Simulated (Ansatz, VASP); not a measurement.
**Si4O7: VASP beside Ansatz**

The input INCAR:

```
SYSTEM = Si4O7
PREC = Accurate ; ENCUT = 520
EDIFF = 1E-6 ; ISMEAR = 0
SIGMA = 0.05 ; LREAL = .False.
LASPH = .True. ; NELM = 80
ALGO = Normal ; ISIF = 2
LWAVE = .False. ; LCHARG = .False.
GGA = PE ; NBANDS = 40
```

Contents of KPOINTS:

```
regular mesh
0
Gamma
  4 4 4
  0 0 0
```

POSCAR

```
Si4O7
1.0
    5.0799801732      0.0000000000      0.0000000000
    0.0000000000      5.0799801732      0.0000000000
    0.0000000000      0.0000000000      7.0914769300
Si O
4 7
Direct
    0.2944292339      0.2944292339      0.0000000000
    0.2055707661      0.7944292339      0.2500000000
    0.7055707661      0.7055707661      0.5000000000
    0.7944292339      0.2055707661      0.7500000000
    0.4053663613      0.7409644515      0.4248320116
    0.7590355485      0.9053663613      0.6748320116
    0.5946336387      0.2590355485      0.9248320116
    0.7409644515      0.4053663613      0.5751679884
    1.0422575145      1.0701332525      0.2638456334
    0.2590355485      0.5946336387      0.0751679884
    0.0946336387      0.2409644515      0.8251679884
```

Input for Ansatz:

```yaml
crystal:
  lattice:
    - [5.0799801732, 0.0, 0.0]
    - [0.0, 5.0799801732, 0.0]
    - [0.0, 0.0, 7.09147693]
  atoms:
    - { symbol: Si, position: [0.2944292339, 0.2944292339, 0.0] }
    - { symbol: Si, position: [0.2055707661, 0.7944292339, 0.25] }
    - { symbol: Si, position: [0.7055707661, 0.7055707661, 0.5] }
    - { symbol: Si, position: [0.7944292339, 0.2055707661, 0.75] }
    - { symbol: O, position: [0.4053663613, 0.7409644515, 0.4248320116] }
    - { symbol: O, position: [0.7590355485, 0.9053663613, 0.6748320116] }
    - { symbol: O, position: [0.5946336387, 0.2590355485, 0.9248320116] }
    - { symbol: O, position: [0.7409644515, 0.4053663613, 0.5751679884] }
    - { symbol: O, position: [1.0422575145, 1.0701332525, 0.2638456334] }
    - { symbol: O, position: [0.2590355485, 0.5946336387, 0.0751679884] }
    - { symbol: O, position: [0.0946336387, 0.2409644515, 0.8251679884] }
basis:
  ecutwfc: 420
kpoints:
  mp_grid: { grid: [4, 4, 4] }
hamiltonian:
  xc: pbe
  pseudopotentials: { kind: paw, azcp: { folder: soft_1 } }
scf:
  occupations: { method: gaussian, width: 0.05 }
output:
  forces: true
  stress: true
  eigenvalues: true
  write_density: true
  write_potential: true
  elf: true
  volumetric_format: npy
```

Change from the starting cell: O vacancy; atom 9 moved 0.625 of the way to it and +0.675 Å across, host rigid.

Alike in both runs: task single point; functional PBE; k mesh 4 × 4 × 4; occupations gaussian, width 0.05 eV; no spin polarisation.

```csv
,VASP,Ansatz
version,VASP 6.6.1,Ansatz 0.2.0
potentials or method,"VASP PAW PBE potentials, release 64 (Si, O), cutoff 520 eV","scalar-relativistic, plane waves, PAW"
valence electrons in the cell,58,58
```

Ansatz gave:

* gap on the k mesh at the Fermi level (eV): 0.29
* least direct gap on the mesh (eV): 0.83
* pressure (GPa): -1.6
* traceless stress, the component that is largest in VASP (GPa): 3.64
* rms of the force components (eV/Å): 1.017

What did VASP give for the same quantities?

gap on the k mesh at the Fermi level (eV): 0.30; least direct gap on the mesh (eV): 0.83; pressure (GPa): -1.6; traceless stress, the component that is largest in VASP (GPa): 3.72; rms of the force components (eV/Å): 1.006.

Atom by atom the forces differ by 0.031 eV/Å (rms over components).
